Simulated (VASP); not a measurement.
P, 1 atom in the cell. Symmetry: Pm-3m, No. 221, cubic system. Conventional cell: a = 2.229 Å, b = 2.229 Å, c = 2.229 Å, α = 90.00°, β = 90.00°, γ = 90.00°. P (site symmetry m-3m) has 6 P at 2.23 Å within 2.9 Å. This isn't the form of P at room conditions, which is orthorhombic.

- Program: VASP 6.6.1
- Task: single point
- Functional: PBEsol
- Dispersion: D4
- Potentials or basis: VASP PAW PBE potentials, release 64 (P)
- Cutoff: 500 eV
- k mesh: 20 × 20 × 20
- Occupations: gaussian, width 0.1 eV
- Spin: no spin polarisation
- Dipole correction: no
- Further INCAR settings: ALGO = Normal; EDIFF = 1e-06; NBANDS = 8

Potentials or basis: VASP PAW PBE potentials, release 64 (P).

The run is started by

```bash
$ cat potpaw_PBE.64/P/POTCAR > POTCAR
$ mpirun -np 1 vasp_std > vasp.out
```

Hardware: 1 thread of Intel Xeon 8259CL, with other jobs on the host.

**Question.** Estimate the wall time of this run.

**Answer.** It took 10 s on 1 thread of Intel Xeon 8259CL, on a shared host, peak memory 0.12 GiB. Counts: scf iterations 10, k points 286.
